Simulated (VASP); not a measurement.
A run of VASP 6.6.1 is set up as follows.

The input INCAR:

```
PREC     = Accurate       # precision mode
ENCUT    = 520            # plane-wave cutoff, eV
EDIFF    = 1E-7           # SCF threshold, eV
ISMEAR   = -1             # smearing method
SIGMA    = 0.05           # smearing width, eV
LREAL    = False          # projectors in reciprocal space
LASPH    = True           # aspherical terms in the spheres
NELM     = 60             # most SCF steps
ALGO     = Normal         # electronic algorithm
ISIF     = 2              # what is computed and relaxed
LWAVE    = False          # write WAVECAR
LCHARG   = True           # write CHGCAR
GGA      = PE             # functional
LELF     = True           # ELF
LVHAR    = True         
NBANDS   = 10             # bands
```

Contents of KPOINTS:

```
Automatic mesh
0
Gamma
  12 12 12
```

POSCAR

```
Al
1.0
    0.0000000000      2.9205635342      2.9205635342
    2.9205635342      0.0000000000      2.9205635342
    2.9205635342      2.9205635342      0.0000000000
Al
2
Direct
   -0.1250000000     -0.1250000000     -0.1250000000
    0.1250000000      0.1250000000      0.1250000000
```

Potentials or basis: VASP PAW PBE potentials, release 64 (Al).

Run with:

```sh
$ cat potpaw_PBE.64/Al/POTCAR > POTCAR
$ mpirun -np 1 vasp_std > vasp.out
```

(1) Estimate the band gap on the k mesh.

(2) Estimate the pressure.

Results:

(1) zero (band 3 reaches 5.77 eV, above the bottom of band 4 at 1.89 eV).

(2) 4.9 GPa.
